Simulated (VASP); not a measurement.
InPd:

```
In Pd
1.0
     3.24993    0.00000    0.00000
     0.00000    3.24993    0.00000
     0.00000    0.00000    3.24993
In Pd
1 1
Cartesian
  0.0000 0.0000 0.0000
  1.6250 1.6250 1.6250
```

Program: VASP 6.6.1. Alike in all runs: task single point; no spin polarisation; cell as given; k mesh 8 × 8 × 8; cutoff (eV) 520; smearing fermi-dirac 0.05 eV.

Problem. Order these runs on this cell by their pressure, lowest first.
A. level LDA; potentials or basis VASP PAW LDA potentials, release 64 (In_d, Pd)
B. level r2SCAN; potentials or basis VASP PAW PBE potentials, release 64 (In_d, Pd)
C. level PBE; potentials or basis VASP PAW PBE potentials, release 64 (In_d, Pd)

Solution. A (-4.2 GPa), B (2.8 GPa), C (6.6 GPa).

Caveats: the PAW data sets were made with another functional, which shifts forces and pressure a little (some runs).
